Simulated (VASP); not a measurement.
Input of a VASP 6.6.1 run:

The input INCAR:

```
ALGO = Normal ; EDIFF = 1E-6
ENCUT = 500 ; GGA = PE
GGA_COMPAT = F ; ISIF = 2
ISMEAR = 0 ; IVDW = 12
LASPH = T ; LCHARG = T
LELF = T ; LREAL = F
LVHAR = T ; LWAVE = F
NBANDS = 11 ; NELM = 120
PREC = Accurate ; SIGMA = 0.1
```

File KPOINTS:

```
k-points
0
Gamma
  6 6 6
```

Contents of POSCAR:

```
AlP
1.0
    0.0000000000      2.7364837100      2.7364837100
    2.7364837100      0.0000000000      2.7364837100
    2.7364837100      2.7364837100      0.0000000000
Al P
1 1
Direct
    0.0000000000      0.0000000000      0.0000000000
    0.2500000000      0.2500000000      0.2500000000
```

Potentials or basis: VASP PAW PBE potentials, release 64 (Al, P).

Launch:

```sh
$ cat potpaw_PBE.64/Al/POTCAR potpaw_PBE.64/P/POTCAR > POTCAR
$ mpirun -np 1 vasp_std > vasp.out
```

Question: Predict the pressure.

Answer: -1.0 GPa.

Question: Estimate the band gap on the k mesh.

Answer: 1.59 eV, indirect (least direct gap 3.24 eV).

A k mesh can miss the band edges. PBE gaps usually lie below the measured ones, often by a third to a half.
